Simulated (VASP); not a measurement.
**H4C: single point with r2SCAN+D3(BJ)**

The system is H4C.

```
C H
1.0
     7.23043    0.00000    0.00000
     0.00000    7.23043    0.00000
     0.00000    0.00000    7.23043
C H
6 24
Direct
  0.31589 0.23650 0.98970
  0.42090 0.56306 0.38015
  0.53069 0.05820 0.50824
  0.85343 0.70579 0.68353
  0.94334 0.85288 0.18032
  0.02071 0.26492 0.55111
  0.18278 0.19388 0.04609
  0.31742 0.21520 0.84010
  0.42620 0.15471 0.05363
  0.33801 0.38283 0.01914
  0.38464 0.42766 0.32667
  0.36058 0.66930 0.29197
  0.57096 0.57658 0.38233
  0.36690 0.57688 0.52019
  0.59324 0.17165 0.58609
  0.46458 0.96185 0.60312
  0.63751 0.98665 0.42994
  0.42717 0.11346 0.41375
  0.72292 0.77361 0.71437
  0.96442 0.80752 0.68585
  0.84599 0.64410 0.54714
  0.88051 0.59829 0.78460
  0.02196 0.88694 0.30430
  0.83129 0.75903 0.21670
  0.03371 0.78676 0.07980
  0.88536 0.97845 0.12128
  0.92998 0.26344 0.67105
  0.95617 0.34335 0.43963
  0.04678 0.12370 0.50503
  0.15100 0.33056 0.58845
```

| Item | Value |
| --- | --- |
| Program | VASP 6.6.1 |
| Task | single point |
| Functional | r2SCAN |
| Dispersion | D3(BJ) |
| Potentials or basis | VASP PAW PBE potentials, release 64 (C_h, H_h) |
| Cutoff | 1060 eV |
| k mesh | 1 × 1 × 1 |
| Occupations | fermi-dirac, width 0.02 eV |
| Spin | no spin polarisation |

The pressure is -0.2 GPa. The largest force is 0.226 eV/Å and the dispersion energy per atom is -0.013 eV.

Forces on the atoms (eV/Å):
```
C    0.128 -0.011 -0.093
C    0.001  0.006  0.015
C    0.026  0.099  0.037
C   -0.011  0.056  0.010
C    0.060 -0.029  0.051
C    0.089 -0.001 -0.086
H    0.050  0.004 -0.035
H   -0.022 -0.028  0.224
H   -0.153  0.129 -0.092
H   -0.002 -0.131 -0.043
H   -0.031 -0.001  0.003
H    0.046 -0.006  0.048
H   -0.085  0.037  0.005
H    0.051  0.051 -0.047
H   -0.084 -0.131 -0.080
H    0.037  0.019 -0.010
H   -0.026  0.016  0.040
H    0.031 -0.032  0.016
H    0.020  0.000  0.038
H   -0.005  0.003  0.050
H   -0.010 -0.032 -0.055
H    0.012 -0.026  0.069
H   -0.045 -0.029 -0.089
H    0.022  0.007 -0.029
H   -0.013  0.042  0.017
H    0.012  0.016 -0.015
H   -0.009 -0.022 -0.017
H    0.019 -0.089  0.059
H   -0.018  0.121  0.045
H   -0.090 -0.039 -0.036
```

Stress tensor (GPa, compression positive):
```
-0.33  0.03  0.03
 0.03 -0.14  0.07
 0.03  0.07 -0.19
```

Levels at points of the mesh, in eV from the Fermi level:
| k point | band 22 | band 23 | band 24 | band 25 | band 26 | band 27 |
| --- | --- | --- | --- | --- | --- | --- |
| (0.00, 0.00, 0.00) | -0.66 | -0.56 | -0.51 | 7.58 | 9.59 | 10.15 |

Wall time 3.5 min on 1 thread of Intel(R) Xeon(R) 6975P-C (Granite Rapids), with other jobs on the host, peak memory 1.1 GiB.

Caveat: the k points lie up to 0.87 Å⁻¹ apart, too coarse for converged energies, forces and pressures; the PAW data sets were made with another functional, which shifts forces and pressure a little.
